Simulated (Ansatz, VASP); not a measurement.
Two plane-wave programs on PbS

File INCAR:

```
ALGO     = Normal         # electronic algorithm
EDIFF    = 1E-6           # SCF threshold, eV
ENCUT    = 520            # plane-wave cutoff, eV
GGA      = PE             # functional
ISIF     = 2              # what is computed and relaxed
ISMEAR   = 0              # smearing method
LASPH    = True           # aspherical terms in the spheres
LCHARG   = False          # write CHGCAR
LREAL    = False          # projectors in reciprocal space
LWAVE    = False          # write WAVECAR
NBANDS   = 17             # bands
NELM     = 60             # most SCF steps
PREC     = Accurate       # precision mode
SIGMA    = 0.05           # smearing width, eV
```

File KPOINTS:

```
k-points
0
Gamma
  10 10 10
```

Contents of POSCAR:

```
PbS
1.0
    0.0000000000      3.3238313106      3.3238313106
    3.3238313106      0.0000000000      3.3238313106
    3.3238313106      3.3238313106      0.0000000000
Pb S
1 1
Direct
    0.0000000000      0.0000000000      0.0000000000
    0.2500000000      0.2500000000      0.2500000000
```

Input for Ansatz:

```yaml
crystal:
  lattice:
    - [0.0, 3.3238313106, 3.3238313106]
    - [3.3238313106, 0.0, 3.3238313106]
    - [3.3238313106, 3.3238313106, 0.0]
  atoms:
    - { symbol: Pb, position: [0.0, 0.0, 0.0] }
    - { symbol: S, position: [0.25, 0.25, 0.25] }
basis:
  ecutwfc: 420
  ecutrho_ratio: 4
kpoints:
  mp_grid: { grid: [10, 10, 10] }
hamiltonian:
  xc: pbe
scf:
  occupations: { method: gaussian, width: 0.05 }
output:
  forces: true
  stress: true
  eigenvalues: true
```

Alike in both runs: task single point; functional PBE; k mesh 10 × 10 × 10; occupations gaussian, width 0.05 eV; no spin polarisation.

```csv
,VASP,Ansatz
version,VASP 6.6.1,Ansatz 0.2.0
potentials or method,"VASP PAW PBE potentials, release 64 (Pb_d, S), cutoff 520 eV","scalar-relativistic, plane waves, PAW"
valence electrons in the cell,20,20
```

```csv
,VASP,Ansatz,Ansatz less VASP
gap on the k mesh at the Fermi level (eV),0.89,0.89,-0.003
least direct gap on the mesh (eV),1.30,1.29,-0.003
pressure (GPa),-0.1,0.0,+0.05
```

With one functional, cell and mesh, what is left measures potentials, basis and numerics.

Neither program's run includes spin-orbit coupling.
